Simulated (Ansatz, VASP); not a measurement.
**One calculation of AlN, two programs**

```
Al N
1.0
     0.00000    1.97800    2.01756
     1.97800    0.00000    2.01756
     1.97800    1.97800    0.00000
Al N
1 1
Direct
  0.00000 0.00000 0.00000
  0.50000 0.50000 0.50000
```

Change from the starting cell: zz strain of +2 %.

Alike in both runs: task single point; functional LDA; k mesh 12 × 12 × 12; occupations fermi-dirac, width 0.01 eV; no spin polarisation.

|  | VASP | Ansatz |
| --- | --- | --- |
| version | VASP 6.6.1 | Ansatz 0.2.0 |
| potentials or method | VASP PAW LDA potentials, release 64 (Al, N), cutoff 520 eV | all-electron LAPW, scalar-relativistic |

```tsv
	VASP	Ansatz	Ansatz less VASP
gap on the k mesh at the Fermi level (eV)	4.75	4.75	-0.006
pressure (GPa)	7.2	6.5	-0.68
traceless stress, the component that is largest in VASP (GPa)	-4.60	-4.50	+0.103
```

LDA's correlation is that of Perdew and Zunger in VASP and of Perdew and Wang (1992) in Ansatz. Ansatz ran all-electron here, and VASP with PAW potentials.
